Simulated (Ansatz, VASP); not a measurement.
## Two plane-wave programs on TiO2

```
CELL_PARAMETERS angstrom
4.58900 0.00000 0.00000
0.00000 4.84900 0.00000
-0.70820 0.00000 4.68275
ATOMIC_POSITIONS crystal
Ti 0.30900 0.04500 0.21800
Ti 0.69100 0.54500 0.28200
Ti 0.69100 0.95500 0.78200
Ti 0.30900 0.45500 0.71800
O 0.05600 0.34700 0.28200
O 0.94400 0.84700 0.21800
O 0.94400 0.65300 0.71800
O 0.05600 0.15300 0.78200
O 0.42500 0.72700 0.46300
O 0.57500 0.22700 0.03700
O 0.57500 0.27300 0.53700
O 0.42500 0.77300 0.96300
```

Alike in both runs: task electric field gradients; functional PBE; k mesh 6 × 6 × 6; occupations fermi-dirac, width 0.01 eV; no spin polarisation.

|  | VASP | Ansatz |
| --- | --- | --- |
| version | VASP 6.6.1 | Ansatz 0.2.0 |
| potentials or method | VASP PAW PBE potentials, release 64 (Ti_sv, O) | plane-wave PAW, scalar-relativistic |
| plane-wave cutoff (eV) | 520 | 420 |
| valence electrons in the cell | 96 | 96 |

|  | VASP | Ansatz | Ansatz less VASP |
| --- | --- | --- | --- |
| gap on the k mesh at the Fermi level (eV) | 1.17 | 1.18 | +0.014 |
| rms of the force components (eV/Å) | 2.439 | 2.420 | -0.0188 |
| size of Vzz on the site where it differs most (V/Å²) | 79.0 | 81.9 | +2.94 |

Atom by atom the forces differ by 0.030 eV/Å (rms over components). With one functional, cell and mesh, what is left measures potentials, basis and numerics.
